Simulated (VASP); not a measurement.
Wanted: the native input for a VASP 6.6.1 run.

```
Task                   : single point
Functional             : LDA
Potentials or basis    : VASP PAW LDA potentials, release 64 (Ni)
Cutoff                 : 520 eV
k mesh                 : 13 × 13 × 7
Occupations            : methfessel-paxton, width 0.01 eV
Spin                   : collinear spin, ferromagnetic start
Starting moments       : [1.5, 1.5] μB
Dipole correction      : no
Further INCAR settings : ALGO = Normal; EDIFF = 1e-06; NBANDS = 21
```

The structure of Ni lies in POSCAR:

```
Ni
1.0
    2.4802344837      0.0000000000      0.0000000000
   -1.2401172419      2.1479485941      0.0000000000
    0.0000000000      0.0000000000      4.1264057515
Ni
2
Direct
    0.3333333333      0.6666666667      0.2500000000
    0.6666666667      0.3333333333      0.7500000000
```

One way to write it, as run:

INCAR

```
SYSTEM = Ni
  ALGO = Normal
  EDIFF = 1E-6
  ENCUT = 520
  ISIF = 2
  ISMEAR = 1
  ISPIN = 2
  LASPH = .TRUE.
  LCHARG = .FALSE.
  LMAXMIX = 4
  LORBIT = 11
  LREAL = .FALSE.
  LWAVE = .FALSE.
  MAGMOM = 1.5 1.5
  NBANDS = 21
  NELM = 150
  PREC = Accurate
  SIGMA = 0.01
```

KPOINTS

```
k-points
0
G
  13 13 7
  0 0 0
```

Potentials or basis: VASP PAW LDA potentials, release 64 (Ni).

Run with:

```console
$ cat potpaw_LDA.64/Ni/POTCAR > POTCAR
$ mpirun -np 1 vasp_std > vasp.out
```

Results of the run:

* Pressure: -17.9 GPa
* Net moment: 1.25 μB per cell
* Site moments: Ni +0.63 μB
* Valence electrons inside the program's atomic spheres: Ni 9.30

Run time: 65 s on 1 thread of Intel Xeon 8259CL, with other jobs on the host, peak memory 0.17 GiB.
